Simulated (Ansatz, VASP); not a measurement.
## Two plane-wave programs on Ba2NF

```
Ba N F
1.0
     2.01082    1.16095    6.67510
    -2.01082    1.16095    6.67510
     0.00000   -2.32190    6.67510
Ba N F
2 1 1
Cartesian
  0.0000 0.0000 15.1720
  0.0000 0.0000 4.8533
  0.0000 0.0000 10.0127
  0.0000 0.0000 0.0000
```

Alike in both runs: task single point; functional LDA; k mesh 9 × 9 × 9; occupations gaussian, width 0.05 eV; no spin polarisation.

```csv
,VASP,Ansatz
version,VASP 6.6.1,Ansatz 0.2.0
potentials or method,"VASP PAW LDA potentials, release 64 (Ba_sv, N, F), cutoff 520 eV","scalar-relativistic, plane waves, PAW"
valence electrons in the cell,32,32
```

```csv
,VASP,Ansatz,Ansatz less VASP
gap on the k mesh at the Fermi level (eV),0.95,0.97,+0.023
least direct gap on the mesh (eV),0.98,1.00,+0.020
pressure (GPa),-3.5,-4.7,-1.22
"traceless stress, the component that is largest in VASP (GPa)",0.15,0.09,-0.052
rms of the force components (eV/Å),0.028,0.088,+0.0604
```

LDA's correlation is that of Perdew and Zunger in VASP and of Perdew and Wang (1992) in Ansatz. Atom by atom the forces differ by 0.060 eV/Å (rms over components).

Neither program's run includes spin-orbit coupling.
